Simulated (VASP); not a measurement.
# Si5As3 (P-31m) in VASP: notebook

Runs on Si5As3. Level: PBE. Tasks: single point.

Everything below comes from runs of VASP 6.6.1. Logs are shortened: lines on timing, memory, paths and dates and some standing lists are left out, and cuts for length are marked.

## 1. The cell of the first run

The structure is trigonal, space group P-31m (No. 162). Conventional cell: a = 6.709 Å, b = 6.709 Å, c = 9.141 Å, α = 90.00°, β = 90.00°, γ = 120.00°. Within 3.1 Å of Si (site symmetry m) lie 3 Si at 2.35 to 2.38 Å and 1 As at 2.41 Å. Within 3.1 Å of Si (site symmetry 3) lie 1 Si at 2.37 Å and 3 As at 2.41 Å. As (site symmetry m) has 3 Si at 2.41 Å within 3.2 Å.

## 2. Single point, PBE (atoms taken out)

The input, INCAR:

```
  PREC = Accurate
  ENCUT = 520
  EDIFF = 1E-7
  ISMEAR = 0
  SIGMA = 0.02
  LREAL = Auto
  LASPH = True
  NELM = 80
  ALGO = Normal
  ISIF = 2
  LWAVE = False
  LCHARG = False
  GGA = PE
  NBANDS = 49
```

The input, KPOINTS:

```
Automatic mesh
0
Gamma
  6 6 4
```

The input, POSCAR:

```
Si5As3
1.0
    6.7092600662      0.0000000000      0.0000000000
   -3.3546300331      5.8103896580      0.0000000000
    0.0000000000      0.0000000000      9.1411702067
Si As
10 6
Direct
    0.3346265094      0.3346265094      0.5424556850
    0.3346265094      0.0000000000      0.4575443150
    0.6653734906      0.0000000000      0.5424556850
    0.6653734906      0.6653734906      0.4575443150
    0.6666666667      0.3333333333      0.1295247886
    0.6666666667      0.3333333333      0.8704752114
    0.0000000000      0.3346265094      0.4575443150
    0.0000000000      0.6653734906      0.5424556850
    0.3333333333      0.6666666667      0.8704752114
    0.3333333333      0.6666666667      0.1295247886
    0.3049696657      0.3049696657      0.8051666592
    0.3049696657      0.0000000000      0.1948333408
    0.6950303343      0.0000000000      0.8051666592
    0.6950303343      0.6950303343      0.1948333408
    0.0000000000      0.3049696657      0.1948333408
    0.0000000000      0.6950303343      0.8051666592
```

Potentials or basis: VASP PAW PBE potentials, release 64 (Si, As).

Run with:

```sh
cat potpaw_PBE.64/Si/POTCAR potpaw_PBE.64/As/POTCAR > POTCAR
mpirun -np 1 vasp_std > vasp.out
```

OUTCAR:

```text
PREC = Accurate
   ENCUT = 520
   EDIFF = 1E-7
   ISMEAR = 0
   LREAL = Auto
   LASPH = True
   NELM = 80
   ISIF = 2
   GGA = PE

 ion  position               nearest neighbor table
   1  0.335  0.335  0.542-   4 2.35   7 2.38   2 2.38  11 2.41
   2  0.335  0.000  0.458-   3 2.35   1 2.38   8 2.38  12 2.41
   3  0.665  0.000  0.542-   2 2.35   4 2.38   7 2.38  13 2.41
   4  0.665  0.665  0.458-   1 2.35   8 2.38   3 2.38  14 2.41
   5  0.667  0.333  0.130-   6 2.37  15 2.41  12 2.41  14 2.41
   6  0.667  0.333  0.870-   5 2.37  13 2.41  16 2.41  11 2.41
   7  0.000  0.335  0.458-   8 2.35   1 2.38   3 2.38  15 2.41
   8  0.000  0.665  0.542-   7 2.35   4 2.38   2 2.38  16 2.41
   9  0.333  0.667  0.870-  10 2.37  16 2.41  13 2.41  11 2.41
  10  0.333  0.667  0.130-   9 2.37  12 2.41  15 2.41  14 2.41
  11  0.305  0.305  0.805-   1 2.41   6 2.41   9 2.41
  12  0.305  0.000  0.195-   2 2.41  10 2.41   5 2.41
  13  0.695  0.000  0.805-   3 2.41   6 2.41   9 2.41
  14  0.695  0.695  0.195-   4 2.41  10 2.41   5 2.41
  15  0.000  0.305  0.195-   7 2.41   5 2.41  10 2.41
  16  0.000  0.695  0.805-   8 2.41   9 2.41   6 2.41

  LATTYP: Found a hexagonal cell.
 ALAT       =     6.7092600662
 C/A-ratio  =     1.3624706922

  Lattice vectors:

 A1 = (   6.7092600662,   0.0000000000,   0.0000000000)
 A2 = (  -3.3546300331,   5.8103896580,   0.0000000000)
 A3 = (   0.0000000000,   0.0000000000,   9.1411702067)

Analysis of symmetry for initial positions (statically):
=====================================================================
 Subroutine PRICEL returns:
 Original cell was already a primitive cell.

 Routine SETGRP: Setting up the symmetry group for a
 hexagonal supercell.

 Subroutine GETGRP returns: Found 12 space group operations
 (whereof 12 operations were pure point group operations)
 out of a pool of 24 trial point group operations.

The static configuration has the point symmetry D_3d.

Analysis of symmetry for dynamics (positions and initial velocities):
=====================================================================
 Subroutine PRICEL returns:
 Original cell was already a primitive cell.

 Routine SETGRP: Setting up the symmetry group for a
 hexagonal supercell.

 Subroutine GETGRP returns: Found 12 space group operations
 (whereof 12 operations were pure point group operations)
 out of a pool of 24 trial point group operations.

The dynamic configuration has the point symmetry D_3d.

 Subroutine INISYM returns: Found 12 space group operations
 (whereof 12 operations are pure point group operations),
 and found     1 'primitive' translations

----------------------------------------------------------------------------------------

                                     Primitive cell

  volume of cell :     356.3540

  direct lattice vectors                    reciprocal lattice vectors
     6.709260066  0.000000000  0.000000000     0.149047733  0.086052749  0.000000000
    -3.354630033  5.810389658  0.000000000     0.000000000  0.172105497  0.000000000
     0.000000000  0.000000000  9.141170207     0.000000000  0.000000000  0.109395184

  length of vectors
     6.709260066  6.709260066  9.141170207     0.172105497  0.172105497  0.109395184

  position of ions in fractional coordinates (direct lattice)
     0.334626509  0.334626509  0.542455685
     0.334626509  0.000000000  0.457544315
     0.665373491  0.000000000  0.542455685
     0.665373491  0.665373491  0.457544315
     0.666666667  0.333333333  0.129524789
     0.666666667  0.333333333  0.870475211
[... 8 lines left out ...]
     0.000000000  0.304969666  0.194833341
     0.000000000  0.695030334  0.805166659

  ion indices of the primitive-cell ions
   primitive index   ion index
                 1           1
                 2           2
                 3           3
                 4           4
                 5           5
                 6           6
[... 8 lines left out ...]
                15          15
                16          16

----------------------------------------------------------------------------------------

 KPOINTS: Automatic mesh

Automatic generation of k-mesh.
 Grid dimensions read from file:
 generate k-points for:    6    6    4

 Generating k-lattice:

  Cartesian coordinates                     Fractional coordinates (reciprocal lattice)
     0.024841289  0.014342125  0.000000000     0.166666667  0.000000000  0.000000000
     0.000000000  0.028684250  0.000000000     0.000000000  0.166666667  0.000000000
     0.000000000  0.000000000  0.027348796     0.000000000  0.000000000  0.250000000

  Length of vectors
     0.028684250  0.028684250  0.027348796

  Shift w.r.t. Gamma in fractional coordinates (k-lattice)
     0.000000000  0.000000000  0.000000000

 Subroutine IBZKPT returns following result:
 ===========================================

 Found     24 irreducible k-points:

 Following reciprocal coordinates:
            Coordinates               Weight
  0.000000  0.000000  0.000000      1.000000
  0.166667  0.000000  0.000000      6.000000
  0.333333 -0.000000  0.000000      6.000000
  0.500000 -0.000000  0.000000      3.000000
  0.166667  0.166667  0.000000      6.000000
  0.333333  0.166667  0.000000     12.000000
[... 16 lines left out ...]
  0.333333  0.166667  0.500000     12.000000
  0.333333  0.333333  0.500000      2.000000
   k-points           NKPTS =     24   k-points in BZ     NKDIM =     24   number of bands    NBANDS=     49
   number of dos      NEDOS =    301   number of ions     NIONS =     16
   total plane-waves  NPLWV = 175000
   dimension x,y,z NGX =    50 NGY =   50 NGZ =   70
   dimension x,y,z NGXF=   100 NGYF=  100 NGZF=  140
   ions per type =              10   6
   NGX,Y,Z   is equivalent  to a cutoff of  12.39, 12.39, 12.73 a.u.
   NGXF,Y,Z  is equivalent  to a cutoff of  24.78, 24.78, 25.46 a.u.
 SYSTEM =  unknown system
   PREC   = accura    normal or accurate (medium, high low for compatibility)
   ISTART =      0    job   : 0-new  1-cont  2-samecut
   ICHARG =      2    charge: 1-file 2-atom 10-const
   ISPIN  =      1    spin polarized calculation?
   LNONCOLLINEAR =      F non collinear calculations
   LSORBIT =      F    spin-orbit coupling
   LASPH  =      T    aspherical Exc in radial PAW
   ENCUT  =  520.0 eV  38.22 Ry    6.18 a.u.  12.47 12.47 17.00*2*pi/ulx,y,z
   NELM   =     80;   NELMIN=  2; NELMDL= -5     # of ELM steps
   EDIFF  = 0.1E-06   stopping-criterion for ELM
   LREAL  =      T    real-space projection
   EDIFFG = 0.1E-05   stopping-criterion for IOM
   NSW    =      0    number of steps for IOM
   IBRION =     -1    ionic relax: 0-MD 1-quasi-New 2-CG
   NFREE  =      0    steps in history (QN), initial steepest desc. (CG)
   ISIF   =      2    stress and relaxation
   ISYM   =      2    0-nonsym 1-usesym 2-fastsym
   POTIM  = 0.5000    time-step for ionic-motion
   TEBEG  =    0.0;   TEEND  =   0.0 temperature during run
   PSTRESS=    0.0 pullay stress
   NELECT =      70.0000    total number of electrons
   NUPDOWN=      -1.0000    fix difference up-down
   EMIN   =  10.00;   EMAX   =-10.00  energy-range for DOS
   EFERMI =   0.00;   METHOD = LEGACY
   ISMEAR =     0;   SIGMA  =   0.02  broadening in eV -4-tet -1-fermi 0-gaus
   EFERMI_NEDOS =   21; number of points for ismear=-14 and -15
   IALGO  =     38    algorithm
   IMIX   =      4    mixing-type and parameters
     AMIX     =   0.40;   BMIX     =  1.00
     AMIX_MAG =   1.60;   BMIX_MAG =  1.00
  volume/ion in A,a.u.               =      22.27       150.30
  Fermi-wavevector in a.u.,A,eV,Ry     =   0.951657  1.798370 12.322121  0.905650
  Thomas-Fermi vector in A             =   2.080147
   LORBIT       =      0    0 simple, 1 ext, 2 COOP (PROOUT), +10 PAW based schemes
   GGA     = PE    functional components
   LHFCALC =     F    Hartree Fock is set to
   AEXX    =    0.0000 exact exchange contribution
   IVDW    =     0    specifies the selected vdW correction
   LEPSILON=     F    determine dielectric tensor
   LRPA    =     F    only Hartree local field effects (RPA)
 non-spin polarized calculation
 Gauss-broadening in eV      SIGMA  =   0.02
  energy-cutoff  :      520.00
  volume of cell :      356.35
 maximum number of plane-waves:      9634
 NGX is ok and might be reduce to    50
   NGX = 25   NGY = 25   NGZ = 33

 number of electron      70.0000000 magnetization

 Free energy of the ion-electron system (eV)
  ---------------------------------------------------
  ext. energy  EPLUGINS =         0.00000000
  ---------------------------------------------------
  free energy    TOTEN  =       -82.58103673 eV

  energy without entropy =      -82.58103673  energy(sigma->0) =      -82.58103673

 E-fermi :   5.0751     XC(G=0):  -9.2191

 val. band max:        4.9379523982   @ k =   0.0000   0.0000   0.0000
 cond. band min:       5.4213744710   @ k =   0.5000  -0.0000   0.0000
 fundamental gap:      0.4834220727
 Fermi energy:         5.0751284562

 k-point     1 :       0.0000    0.0000    0.0000
  band No.  band energies     occupation
      1      -8.2470      2.00000
      2      -7.3986      2.00000
      3      -6.1588      2.00000
      4      -6.1588      2.00000
      5      -6.1553      2.00000
      6      -6.1553      2.00000
[... 39 lines left out ...]
     46       7.8561      0.00000
     47       8.1735      0.00000

 k-point     2 :       0.1667    0.0000    0.0000
  band No.  band energies     occupation
      1      -8.1585      2.00000
      2      -7.3216      2.00000
      3      -6.4307      2.00000
      4      -6.3008      2.00000
      5      -6.1862      2.00000
      6      -6.1536      2.00000
[... 39 lines left out ...]
     46       7.9452      0.00000
     47       8.0916      0.00000

 k-point     3 :       0.3333   -0.0000    0.0000
  band No.  band energies     occupation
      1      -7.9046      2.00000
      2      -7.1061      2.00000
      3      -6.9180      2.00000
      4      -6.4688      2.00000
      5      -6.3375      2.00000
      6      -6.2800      2.00000
[... 1039 lines left out ...]
     46       7.8920      0.00000
     47       8.0324      0.00000

 k-point    24 :       0.3333    0.3333    0.5000
  band No.  band energies     occupation
      1      -7.2102      2.00000
      2      -7.2102      2.00000
      3      -6.9761      2.00000
      4      -6.9761      2.00000
      5      -6.7413      2.00000
      6      -6.5576      2.00000
[... 39 lines left out ...]
     46       7.5561      0.00000
     47       7.9562      0.00000
 [bands above 47 left out]

------------------------ aborting loop because EDIFF is reached ----------------------------------------

  FORCE on cell =-STRESS in cart. coord.  units (eV):
  Direction    XX          YY          ZZ          XY          YZ          ZX
  --------------------------------------------------------------------------------------
  -------------------------------------------------------------------------------------
  Total        0.3043290      0.3043290      0.2879224      0.0000000      0.0000000     -0.0000000
  in kB        1.3682712      1.3682712      1.2945069      0.0000000      0.0000000     -0.0000000
  external PRESSURE =       1.3436831 kB  Pullay stress =       0.0000000 kB

 VOLUME and BASIS-vectors are now :
 -----------------------------------------------------------------------------
  energy-cutoff  :      520.00
  volume of cell :      356.35
      direct lattice vectors                 reciprocal lattice vectors
     6.709260066  0.000000000  0.000000000     0.149047733  0.086052749  0.000000000
    -3.354630033  5.810389658  0.000000000     0.000000000  0.172105497  0.000000000
     0.000000000  0.000000000  9.141170207     0.000000000  0.000000000  0.109395184

 POSITION                                       TOTAL-FORCE (eV/Angst)
 -----------------------------------------------------------------------------------
      1.12255      1.94431      4.95868        -0.000153     -0.000266     -0.034655
      2.24510      0.00000      4.18249        -0.000307     -0.000000      0.034655
      4.46416      0.00000      4.95868         0.000307      0.000000     -0.034655
      2.23208      3.86608      4.18249         0.000153      0.000266      0.034655
      3.35463      1.93680      1.18401         0.000000      0.000000     -0.013628
      3.35463      1.93680      7.95716         0.000000      0.000000      0.013628
[... 8 lines left out ...]
     -1.02306      1.77199      1.78100         0.015452     -0.026763     -0.016998
     -2.33157      4.03840      7.36017        -0.015452      0.026763      0.016998
 -----------------------------------------------------------------------------------
    total drift:                               -0.000000      0.000000      0.000000

  FREE ENERGIE OF THE ION-ELECTRON SYSTEM (eV)
  ---------------------------------------------------
  free  energy   TOTEN  =       -82.5810367255 eV

  energy  without entropy=      -82.5810367255  energy(sigma->0) =      -82.58103673
```

It took 5.3 min on 1 thread of Intel Xeon 6975P-C (Granite Rapids), shared host; peak memory 0.55 GiB.

Results:

| Item | Value |
| --- | --- |
| Free energy | -82.5810 eV |
| Pressure | 0.1 GPa |
| Largest force | 0.035 eV/Å |
| Band gap on the k mesh | 0.48 eV (least direct gap 0.80 eV) |

Forces on the atoms (eV/Å):
```
Si   0.000  0.000 -0.035
Si   0.000  0.000  0.035
Si   0.000  0.000 -0.035
Si   0.000  0.000  0.035
Si   0.000  0.000 -0.014
Si   0.000  0.000  0.014
Si   0.000  0.000  0.035
Si   0.000  0.000 -0.035
Si   0.000  0.000  0.014
Si   0.000  0.000 -0.014
As  -0.015 -0.027  0.017
As  -0.031  0.000 -0.017
As   0.031  0.000  0.017
As   0.015  0.027 -0.017
As   0.015 -0.027 -0.017
As  -0.015  0.027  0.017
```

Caveat: the cell differs from its parent crystal (atoms taken out); semilocal functionals underestimate gaps, and a narrow one can read as zero. A k mesh can miss the band edges.

(Continued in part 2 of 2.)
